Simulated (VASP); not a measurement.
Wanted: the native input for a VASP 6.6.1 run.

| Quantity | Value |
| --- | --- |
| Task | single point |
| Functional | PBEsol |
| Potentials or basis | VASP PAW PBE potentials, release 64 (Cl) |
| Cutoff | 520 eV |
| k mesh | 15 × 15 × 15 |
| Occupations | fermi-dirac, width 0.08 eV |
| Spin | no spin polarisation |
| Dipole correction | no |
| Further INCAR settings | ALGO = Normal; EDIFF = 1e-06; NBANDS = 10 |

The structure of Cl lies in POSCAR:

```
Cl
1.0
   -1.4093216918      1.4093216918      1.4093216918
    1.4093216918     -1.4093216918      1.4093216918
    1.4093216918      1.4093216918     -1.4093216918
Cl
1
Direct
    0.0000000000      0.0000000000      0.0000000000
```

This cell differs from its parent crystal: volume scaled by 0.58.

These files were run (other wordings do the same):

INCAR

```
SYSTEM = Cl
PREC = Accurate
ENCUT = 520
EDIFF = 1E-6
ISMEAR = -1
SIGMA = 0.08
LREAL = .FALSE.
LASPH = .TRUE.
NELM = 80
ALGO = Normal
ISIF = 2
LWAVE = .FALSE.
LCHARG = .TRUE.
GGA = PS
LELF = .TRUE.
LVHAR = .TRUE.
NBANDS = 10
```

KPOINTS

```
regular mesh
0
G
  15 15 15
  0 0 0
```

Potentials or basis: VASP PAW PBE potentials, release 64 (Cl).

Run with:

```console
$ cat potpaw_PBE.64/Cl/POTCAR > POTCAR
$ mpirun -np 1 vasp_std > vasp.out
```

It gave:

```yaml
Pressure: 89.3 GPa
```

Caveat: the PAW data sets were made with another functional, which shifts forces and pressure a little; an odd number of electrons without spin polarisation forces a metal; a magnetic or distorted state may lie lower.

It took 12 s on 1 thread of AMD EPYC 7R13, on a shared host, peak memory 0.09 GiB.
